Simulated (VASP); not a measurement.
A run of VASP 6.6.1 is set up as follows.

File INCAR:

```
PREC     = Accurate       # precision mode
ENCUT    = 600            # plane-wave cutoff, eV
EDIFF    = 1E-6           # SCF threshold, eV
ISMEAR   = -1             # smearing method
SIGMA    = 0.02           # smearing width, eV
LREAL    = False          # projectors in reciprocal space
LASPH    = True           # aspherical terms in the spheres
NELM     = 80             # most SCF steps
ALGO     = Normal         # electronic algorithm
ISIF     = 3              # what is computed and relaxed
LWAVE    = False          # write WAVECAR
LCHARG   = False          # write CHGCAR
GGA      = PE             # functional
IBRION   = 2              # ionic algorithm
NSW      = 80             # ionic steps
EDIFFG   = -0.01          # ionic threshold
```

File KPOINTS:

```
Automatic mesh
0
Gamma
  10 10 10
```

File POSCAR:

```
Li
1.0
   -1.7546500000      1.7546500000      1.7546500000
    1.7546500000     -1.7546500000      1.7546500000
    1.7546500000      1.7546500000     -1.7546500000
Li
1
Direct
    0.0000000000      0.0000000000      0.0000000000
```

Potentials or basis: VASP PAW PBE potentials, release 64 (Li_sv).

Run with:

```bash
$ cat potpaw_PBE.64/Li_sv/POTCAR > POTCAR
$ mpirun -np 1 vasp_std > vasp.out
```

Q: Estimate the space group after relaxing (to 0.05 Å).

A: Im-3m (No. 229).

Q: Estimate the relaxed volume.

A: 20.15 Å³/atom.

Final structure:
```
Li
1.0
    -1.71411    1.71411    1.71411
     1.71411   -1.71411    1.71411
     1.71411    1.71411   -1.71411
Li
1
Direct
  0.00000 0.00000 0.00000
```

Caveat: the cutoff is under 1.25 times the usual one of these potentials, so pressure, stress and relaxed cells hold a basis-set (Pulay) error.
